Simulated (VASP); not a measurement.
# AlN (P6_3mc) in VASP: further runs, part 2 of 2

VASP 6.6.1. The steps go on from the part before.

### 3 Relaxation of cell and atoms, PBE

INCAR

```
ALGO     = Normal         # electronic algorithm
EDIFF    = 1E-6           # SCF threshold, eV
EDIFFG   = -0.005         # ionic threshold
ENCUT    = 600            # plane-wave cutoff, eV
GGA      = PE             # functional
IBRION   = 2              # ionic algorithm
ISIF     = 3              # what is computed and relaxed
ISMEAR   = 0              # smearing method
LASPH    = True           # aspherical terms in the spheres
LCHARG   = False          # write CHGCAR
LREAL    = False          # projectors in reciprocal space
LWAVE    = False          # write WAVECAR
NELM     = 60             # most SCF steps
NSW      = 100            # ionic steps
PREC     = Accurate       # precision mode
SIGMA    = 0.02           # smearing width, eV
```

KPOINTS

```
k-points
0
Gamma
  12 12 6
```

POSCAR

```
AlN
1.0
    3.1285881400      0.0000000000      0.0000000000
   -1.5642940700      2.7094368000      0.0000000000
    0.0000000000      0.0000000000      5.0169550000
Al N
2 2
Direct
    0.6666666700      0.3333333300      0.4992870000
    0.3333333300      0.6666666700      0.9992870000
    0.6666666700      0.3333333300      0.8807130000
    0.3333333300      0.6666666700      0.3807130000
```

Potentials or basis: VASP PAW PBE potentials, release 64 (Al, N).

The run is started by

```console
$ cat potpaw_PBE.64/Al/POTCAR potpaw_PBE.64/N/POTCAR > POTCAR
$ mpirun -np 1 vasp_std > vasp.out
```

OUTCAR:

```text
EDIFF = 1E-6
   EDIFFG = -0.005
   ENCUT = 600
   GGA = PE
   IBRION = 2
   ISIF = 3
   ISMEAR = 0
   LASPH = True
   LREAL = False
   NELM = 60
   NSW = 100
   PREC = Accurate

 ion  position               nearest neighbor table
   1  0.667  0.333  0.499-   4 1.90   4 1.90   4 1.90   3 1.91   2 3.09   2 3.09   2 3.09   2 3.09
                             2 3.09   2 3.09
   2  0.333  0.667  0.999-   3 1.90   3 1.90   3 1.90   4 1.91   1 3.09   1 3.09   1 3.09   1 3.09
                             1 3.09   1 3.09
   3  0.667  0.333  0.881-   2 1.90   2 1.90   2 1.90   1 1.91
   4  0.333  0.667  0.381-   1 1.90   1 1.90   1 1.90   2 1.91

  LATTYP: Found a hexagonal cell.
 ALAT       =     3.1285881400
 C/A-ratio  =     1.6035843567

  Lattice vectors:

 A1 = (   3.1285881400,   0.0000000000,   0.0000000000)
 A2 = (  -1.5642940700,   2.7094368000,   0.0000000000)
[... 274 lines left out ...]
 fundamental gap:      4.0621520104
 Fermi energy:         6.0843445536

 k-point     1 :       0.0000    0.0000    0.0000
  band No.  band energies     occupation
      1      -9.0968      2.00000
      2      -7.0092      2.00000
      3       0.0672      2.00000
      4       5.1386      2.00000
      5       5.1386      2.00000
      6       5.7810      2.00000
      7       5.7810      2.00000
      8       5.9813      2.00000
      9      10.0434      0.00000
     10      12.5111      0.00000
     11      16.4532      0.00000
     12      17.0269      0.00000
[... 331 lines left out ...]
 k-point    24 :       0.3333    0.0000    0.1667
  band No.  band energies     occupation
      1      -7.8016      2.00000
      2      -6.6069      2.00000
      3       1.1359      2.00000
      4       2.0840      2.00000
      5       2.6859      2.00000
      6       4.2422      2.00000
      7       5.2019      2.00000
      8       5.3369      2.00000
      9      11.7695      0.00000
     10      12.5864      0.00000
     11      14.3419      0.00000
     12      16.0291      0.00000

 [... further k-points ...]
[... 5 lines left out ...]
  --------------------------------------------------------------------------------------
  -------------------------------------------------------------------------------------
  Total        0.0024807      0.0024807     -0.0068268      0.0000000      0.0000000      0.0000000
  in kB        0.0935285      0.0935285     -0.2573833      0.0000000      0.0000000      0.0000000
  external PRESSURE =      -0.0234421 kB  Pullay stress =       0.0000000 kB
[... 19 lines left out ...]
  FREE ENERGIE OF THE ION-ELECTRON SYSTEM (eV)
  ---------------------------------------------------
  free  energy   TOTEN  =       -29.7835488046 eV

  energy  without entropy=      -29.7835488046  energy(sigma->0) =      -29.78354880

 reached required accuracy - stopping structural energy minimisation
```

CONTCAR:

```text
AlN
   1.00000000000000
     3.1278361086107092    0.0000000000000000    0.0000000000000000
    -1.5639180543053546    2.7087855217176364   -0.0000000000000000
    -0.0000000000000000   -0.0000000000000000    5.0156666867908051
  Al              N
     2     2
Direct
     0.6666666699999979    0.3333333300000021    0.4992676092619288
     0.3333333300000021    0.6666666699999979    0.9992676092619288
     0.6666666699999979    0.3333333300000021    0.8807323907380737
     0.3333333300000021    0.6666666699999979    0.3807323907380738

  0.00000000E+00  0.00000000E+00  0.00000000E+00
  0.00000000E+00  0.00000000E+00  0.00000000E+00
  0.00000000E+00  0.00000000E+00  0.00000000E+00
  0.00000000E+00  0.00000000E+00  0.00000000E+00
```

Run time: 51 s. Hardware: 1 thread of Intel Xeon 6975P-C, shared host; peak memory 0.2 GiB.

Results:

```yaml
Free_energy: -29.7835 eV
Relaxed_volume: 10.62 Å³/atom
Relaxed_cell: a = 3.128 Å, b = 3.128 Å, c = 5.016 Å, α = 90.00°, β = 90.00°, γ = 120.00°
Space_group_after_relaxing_to_0.05_Å: P6_3mc (No. 186)
Energy_gained_by_relaxing: 0.0 meV/atom
Ionic_steps: 3
Pressure_after_relaxing: 0.0 GPa
Band_gap_on_the_k_mesh: 4.06 eV, direct
```

Final structure:
```
CELL_PARAMETERS angstrom
3.12784 0.00000 0.00000
-1.56392 2.70879 0.00000
0.00000 0.00000 5.01567
ATOMIC_POSITIONS crystal
Al 0.66667 0.33333 0.49927
Al 0.33333 0.66667 0.99927
N 0.66667 0.33333 0.88073
N 0.33333 0.66667 0.38073
```

Levels at points of the mesh, in eV from the valence-band top:
```csv
k point,band 6,band 7,band 8,band 9,band 10,band 11
"(0.00, 0.00, 0.00)",-0.20,-0.20,0.00,4.06,6.53,10.47
"(0.50, 0.00, 0.00)",-2.05,-1.75,-0.68,5.77,5.77,8.04
"(0.00, 0.00, 0.50)",-0.53,-0.53,-0.53,6.33,6.33,10.18
"(0.50, 0.00, 0.50)",-1.44,-1.35,-1.35,5.25,5.25,9.16
```

A k mesh can miss the band edges. A hybrid or GW would open this gap; PBE tends to underestimate it.

### 4 Single point, PBE

This run uses another cell than the first one: it holds 36 atoms, not 4.

INCAR

```
SYSTEM = AlN
PREC = Accurate
ENCUT = 520
EDIFF = 1E-7
ISMEAR = 0
SIGMA = 0.01
LREAL = Auto
LASPH = .TRUE.
NELM = 100
ALGO = Normal
ISIF = 2
LWAVE = .FALSE.
LCHARG = .FALSE.
GGA = PE
NBANDS = 96
```

KPOINTS

```
Automatic mesh
0
Gamma
  2 2 2
  0.5 0.5 0.5
```

POSCAR

```
AlN
1.0
    4.6953126305     -2.7108400111     -5.0180433215
   -4.6953126305     -2.7108400111     -5.0180433215
    0.0000000000      5.4216800223     -5.0180433215
Al N
18 18
Direct
    0.2780330358      0.2780330358      0.9446997025
    0.9446997025      0.2780330358      0.2780330358
    0.6113663692      0.9446997025      0.9446997025
    0.6113663692      0.2780330358      0.6113663692
    0.2780330358      0.9446997025      0.2780330358
    0.9446997025      0.6113663692      0.9446997025
    0.9446997025      0.9446997025      0.6113663692
    0.6113663692      0.6113663692      0.2780330358
    0.2780330358      0.6113663692      0.6113663692
    0.8891441469      0.2224774803      0.8891441469
    0.5558108136      0.2224774803      0.2224774803
    0.2224774803      0.8891441469      0.8891441469
    0.2224774803      0.2224774803      0.5558108136
    0.8891441469      0.8891441469      0.2224774803
    0.5558108136      0.5558108136      0.8891441469
    0.5558108136      0.8891441469      0.5558108136
    0.2224774803      0.5558108136      0.2224774803
    0.8891441469      0.5558108136      0.5558108136
    0.1508558531      0.1508558531      0.8175225197
    0.8175225197      0.1508558531      0.1508558531
    0.4841891864      0.8175225197      0.8175225197
    0.4841891864      0.1508558531      0.4841891864
    0.1508558531      0.8175225197      0.1508558531
    0.8175225197      0.4841891864      0.8175225197
    0.8175225197      0.8175225197      0.4841891864
    0.4841891864      0.4841891864      0.1508558531
    0.1508558531      0.4841891864      0.4841891864
    0.0953002975      0.4286336308      0.0953002975
    0.7619669642      0.4286336308      0.4286336308
    0.4286336308      0.0953002975      0.0953002975
    0.4286336308      0.4286336308      0.7619669642
    0.0953002975      0.0953002975      0.4286336308
    0.7619669642      0.7619669642      0.0953002975
    0.7619669642      0.0953002975      0.7619669642
    0.4286336308      0.7619669642      0.4286336308
    0.0953002975      0.7619669642      0.7619669642
```

Potentials or basis: VASP PAW PBE potentials, release 64 (Al, N).

The run is started by

```console
$ cat potpaw_PBE.64/Al/POTCAR potpaw_PBE.64/N/POTCAR > POTCAR
$ mpirun -np 1 vasp_std > vasp.out
```

OUTCAR:

```text
SYSTEM = AlN
   PREC = Accurate
   ENCUT = 520
   EDIFF = 1E-7
   ISMEAR = 0
   LREAL = Auto
   LASPH = .TRUE.
   NELM = 100
   ISIF = 2
   GGA = PE

 ion  position               nearest neighbor table
   1  0.278  0.278  0.945-  31 1.90  30 1.90  28 1.90  19 1.91  13 3.09  12 3.09  10 3.09  15 3.09
                            11 3.09  17 3.09   2 3.13   5 3.13   4 3.13   9 3.13   6 3.13   3 3.13
   2  0.945  0.278  0.278-  28 1.90  32 1.90  29 1.90  20 1.91  11 3.09  14 3.09  10 3.09  18 3.09
                            17 3.09  13 3.09   1 3.13   5 3.13   6 3.13   7 3.13   4 3.13   8 3.13
   3  0.611  0.945  0.945-  34 1.90  33 1.90  30 1.90  21 1.91  10 3.09  14 3.09  11 3.09  12 3.09
                            15 3.09  16 3.09   4 3.13   8 3.13   7 3.13   6 3.13   5 3.13   1 3.13
   4  0.611  0.278  0.611-  34 1.90  29 1.90  31 1.90  22 1.91  10 3.09  18 3.09  15 3.09  13 3.09
                            11 3.09  16 3.09   3 3.13   7 3.13   1 3.13   2 3.13   8 3.13   9 3.13
   5  0.278  0.945  0.278-  30 1.90  32 1.90  35 1.90  23 1.91  17 3.09  14 3.09  12 3.09  16 3.09
                            11 3.09  13 3.09   1 3.13   2 3.13   3 3.13   7 3.13   9 3.13   8 3.13
   6  0.945  0.611  0.945-  36 1.90  33 1.90  28 1.90  24 1.91  12 3.09  14 3.09  17 3.09  10 3.09
                            15 3.09  18 3.09   8 3.13   9 3.13   7 3.13   3 3.13   2 3.13   1 3.13
   7  0.945  0.945  0.611-  34 1.90  36 1.90  32 1.90  25 1.91  10 3.09  12 3.09  13 3.09  16 3.09
                            18 3.09  14 3.09   3 3.13   6 3.13   4 3.13   9 3.13   2 3.13   5 3.13
   8  0.611  0.611  0.278-  33 1.90  29 1.90  35 1.90  26 1.91  14 3.09  16 3.09  18 3.09  17 3.09
                            11 3.09  15 3.09   3 3.13   6 3.13   5 3.13   2 3.13   4 3.13   9 3.13
   9  0.278  0.611  0.611-  36 1.90  35 1.90  31 1.90  27 1.91  12 3.09  16 3.09  15 3.09  13 3.09
[... 23 lines left out ...]
  23  0.151  0.818  0.151-  17 1.90  12 1.90  14 1.90   5 1.91
  24  0.818  0.484  0.818-  18 1.90  15 1.90  10 1.90   6 1.91
[... 10 lines left out ...]
  35  0.429  0.762  0.429-   5 1.90   9 1.90   8 1.90  16 1.91
  36  0.095  0.762  0.762-   6 1.90   9 1.90   7 1.90  12 1.91

  LATTYP: Found a trigonal (rhomboedric) cell.
 ALAT       =     7.3875146728
 COS(alpha) =     0.1920912503

  Lattice vectors:

 A1 = (   4.6953126305,  -2.7108400111,  -5.0180433215)
 A2 = (  -4.6953126305,  -2.7108400111,  -5.0180433215)
 A3 = (   0.0000000000,   5.4216800223,  -5.0180433215)

Analysis of symmetry for initial positions (statically):
=====================================================================
 Subroutine PRICEL returns following result:

  LATTYP: Found a hexagonal cell.
 ALAT       =     3.1302084200
 C/A-ratio  =     1.6031019819

  Lattice vectors:

 A1 = (  -1.5651042100,   2.7108400109,   0.0000000000)
 A2 = (   3.1302084205,   0.0000000003,   0.0000000005)
 A3 = (  -0.0000000005,   0.0000000003,  -5.0180433220)

   9 primitive cells build up your supercell.

 Routine SETGRP: Setting up the symmetry group for a
 trigonal (rhombohedral) supercell.

 Subroutine GETGRP returns: Found  6 space group operations
 (whereof  6 operations were pure point group operations)
 out of a pool of 12 trial point group operations.

The static configuration has the point symmetry C_3v.

Analysis of symmetry for dynamics (positions and initial velocities):
=====================================================================
 Subroutine PRICEL returns following result:

  LATTYP: Found a hexagonal cell.
 ALAT       =     3.1302084200
 C/A-ratio  =     1.6031019819

  Lattice vectors:

 A1 = (  -1.5651042100,   2.7108400109,   0.0000000000)
[... 84 lines left out ...]
   PREC   = accura    normal or accurate (medium, high low for compatibility)
   ISTART =      0    job   : 0-new  1-cont  2-samecut
   ICHARG =      2    charge: 1-file 2-atom 10-const
   ISPIN  =      1    spin polarized calculation?
   LNONCOLLINEAR =      F non collinear calculations
   LSORBIT =      F    spin-orbit coupling
   LASPH  =      T    aspherical Exc in radial PAW
   ENCUT  =  520.0 eV  38.22 Ry    6.18 a.u.  13.74 13.74 13.74*2*pi/ulx,y,z
   NELM   =    100;   NELMIN=  2; NELMDL= -5     # of ELM steps
   EDIFF  = 0.1E-06   stopping-criterion for ELM
   LREAL  =      T    real-space projection
   EDIFFG = 0.1E-05   stopping-criterion for IOM
   NSW    =      0    number of steps for IOM
   IBRION =     -1    ionic relax: 0-MD 1-quasi-New 2-CG
   NFREE  =      0    steps in history (QN), initial steepest desc. (CG)
   ISIF   =      2    stress and relaxation
   ISYM   =      2    0-nonsym 1-usesym 2-fastsym
   POTIM  = 0.5000    time-step for ionic-motion
   TEBEG  =    0.0;   TEEND  =   0.0 temperature during run
   PSTRESS=    0.0 pullay stress
   NELECT =     144.0000    total number of electrons
   NUPDOWN=      -1.0000    fix difference up-down
   EMIN   =  10.00;   EMAX   =-10.00  energy-range for DOS
   EFERMI =   0.00;   METHOD = LEGACY
   ISMEAR =     0;   SIGMA  =   0.01  broadening in eV -4-tet -1-fermi 0-gaus
   EFERMI_NEDOS =   21; number of points for ismear=-14 and -15
   IALGO  =     38    algorithm
   IMIX   =      4    mixing-type and parameters
     AMIX     =   0.40;   BMIX     =  1.00
     AMIX_MAG =   1.60;   BMIX_MAG =  1.00
  volume/ion in A,a.u.               =      10.65        71.84
  Fermi-wavevector in a.u.,A,eV,Ry     =   1.181347  2.232423 18.988043  1.395582
  Thomas-Fermi vector in A             =   2.317623
   LORBIT       =      0    0 simple, 1 ext, 2 COOP (PROOUT), +10 PAW based schemes
   GGA     = PE    functional components
   LHFCALC =     F    Hartree Fock is set to
   AEXX    =    0.0000 exact exchange contribution
   IVDW    =     0    specifies the selected vdW correction
   LEPSILON=     F    determine dielectric tensor
   LRPA    =     F    only Hartree local field effects (RPA)
 non-spin polarized calculation
 Gauss-broadening in eV      SIGMA  =   0.01
  energy-cutoff  :      520.00
  volume of cell :      383.23
 maximum number of plane-waves:     10309
 NGX is ok and might be reduce to    54

 number of electron     144.0000002 magnetization

 Free energy of the ion-electron system (eV)
  ---------------------------------------------------
  ext. energy  EPLUGINS =         0.00000000
  ---------------------------------------------------
  free energy    TOTEN  =      -268.02011472 eV

  energy without entropy =     -268.02011472  energy(sigma->0) =     -268.02011472

 E-fermi :   5.8581     XC(G=0): -10.8268

 val. band max:        5.7513075947   @ k =  -0.2500   0.2500   0.2500
 cond. band min:      10.9755468835   @ k =  -0.2500   0.2500   0.2500
 fundamental gap:      5.2242392888
 Fermi energy:         5.8581181440

 k-point     1 :       0.2500    0.2500    0.2500
  band No.  band energies     occupation
      1      -8.8716      2.00000
      2      -7.8706      2.00000
      3      -7.8706      2.00000
      4      -7.8706      2.00000
      5      -7.4368      2.00000
      6      -7.4301      2.00000
[... 76 lines left out ...]
     83      12.1032      0.00000
     84      12.1032      0.00000

 k-point     2 :      -0.2500    0.2500    0.2500
  band No.  band energies     occupation
      1      -8.7388      2.00000
      2      -8.1782      2.00000
      3      -7.9590      2.00000
      4      -7.9590      2.00000
      5      -7.6978      2.00000
      6      -7.2447      2.00000
[... 76 lines left out ...]
     83      12.4370      0.00000
     84      12.4370      0.00000
 [bands above 84 left out]

------------------------ aborting loop because EDIFF is reached ----------------------------------------

  FORCE on cell =-STRESS in cart. coord.  units (eV):
  Direction    XX          YY          ZZ          XY          YZ          ZX
  --------------------------------------------------------------------------------------
  -------------------------------------------------------------------------------------
  Total       -0.6726533     -0.6726533     -0.5040166      0.0000000      0.0000000     -0.0000000
  in kB       -2.8122103     -2.8122103     -2.1071786      0.0000000      0.0000000     -0.0000000
  external PRESSURE =      -2.5771997 kB  Pullay stress =       0.0000000 kB

 VOLUME and BASIS-vectors are now :
 -----------------------------------------------------------------------------
  energy-cutoff  :      520.00
  volume of cell :      383.23
      direct lattice vectors                 reciprocal lattice vectors
     4.695312631 -2.710840011 -5.018043322     0.106489182 -0.061481558 -0.066426954
    -4.695312631 -2.710840011 -5.018043322    -0.106489182 -0.061481558 -0.066426954
     0.000000000  5.421680022 -5.018043322     0.000000000  0.122963115 -0.066426954

 POSITION                                       TOTAL-FORCE (eV/Angst)
 -----------------------------------------------------------------------------------
      0.00000      3.61445     -7.53091         0.000000      0.000000     -0.001480
      3.13021     -1.80723     -7.53091         0.000000      0.000000     -0.001480
     -1.56510      0.90361    -12.54895         0.000000      0.000000     -0.001480
      1.56510      0.90361     -7.53091         0.000000      0.000000     -0.001480
     -3.13021     -1.80723     -7.53091         0.000000      0.000000     -0.001480
      1.56510      0.90361    -12.54895         0.000000      0.000000     -0.001480
[... 28 lines left out ...]
     -1.56510     -0.90361     -8.12539        -0.000000     -0.000000      0.001132
     -3.13021      1.80723     -8.12539        -0.000000     -0.000000      0.001132
 -----------------------------------------------------------------------------------
    total drift:                                0.000000     -0.000000     -0.017998

  FREE ENERGIE OF THE ION-ELECTRON SYSTEM (eV)
  ---------------------------------------------------
  free  energy   TOTEN  =      -268.0201147248 eV

  energy  without entropy=     -268.0201147248  energy(sigma->0) =     -268.02011472
```

Wall time 3 min (1 thread of Intel Xeon 6975P-C, shared host); peak memory 0.41 GiB.

What came out:

* Free energy: -268.0201 eV
* Pressure: -0.3 GPa
* Band gap on the k mesh: 5.22 eV

Forces on the atoms (eV/Å):
```
Al   0.000  0.000 -0.001
Al   0.000  0.000 -0.001
Al   0.000  0.000 -0.001
Al   0.000  0.000 -0.001
Al   0.000  0.000 -0.001
Al   0.000  0.000 -0.001
Al   0.000  0.000 -0.001
Al   0.000  0.000 -0.001
Al   0.000  0.000 -0.001
Al   0.000  0.000 -0.002
Al   0.000  0.000 -0.002
Al   0.000  0.000 -0.002
Al   0.000  0.000 -0.002
Al   0.000  0.000 -0.002
Al   0.000  0.000 -0.002
Al   0.000  0.000 -0.002
Al   0.000  0.000 -0.002
Al   0.000  0.000 -0.002
N    0.000  0.000  0.002
N    0.000  0.000  0.002
N    0.000  0.000  0.002
N    0.000  0.000  0.002
N    0.000  0.000  0.002
N    0.000  0.000  0.002
N    0.000  0.000  0.002
N    0.000  0.000  0.002
N    0.000  0.000  0.002
N    0.000  0.000  0.001
N    0.000  0.000  0.001
N    0.000  0.000  0.001
N    0.000  0.000  0.001
N    0.000  0.000  0.001
N    0.000  0.000  0.001
N    0.000  0.000  0.001
N    0.000  0.000  0.001
N    0.000  0.000  0.001
```

### 5 Overview

| task | cell | k mesh | cutoff (eV) | smearing | gap on the mesh (eV) | pressure (GPa) |
| --- | --- | --- | --- | --- | --- | --- |
| single point | a = 3.130, b = 3.130, c = 5.018 Å, angles 90.0, 90.0, 120.0°, 4 atoms | 12 × 12 × 6 | 520 | gaussian 0.02 eV | 4.04 | -0.3 |
| relaxation of cell and atoms | relaxed from a = 3.129, b = 3.129, c = 5.017 Å, angles 90.0, 90.0, 120.0°, 4 atoms | 12 × 12 × 6 | 600 | gaussian 0.02 eV | 4.06 | 0.0 |
| single point | a = 7.388 Å, angles 78.9°, 36 atoms | 2 × 2 × 2, shifted | 520 | gaussian 0.01 eV | 5.22 | -0.3 |

Alike in all rows: level PBE; potentials or basis VASP PAW PBE potentials, release 64 (Al, N); no spin polarisation.

Absolute energies hang on the potentials; compare differences alone.
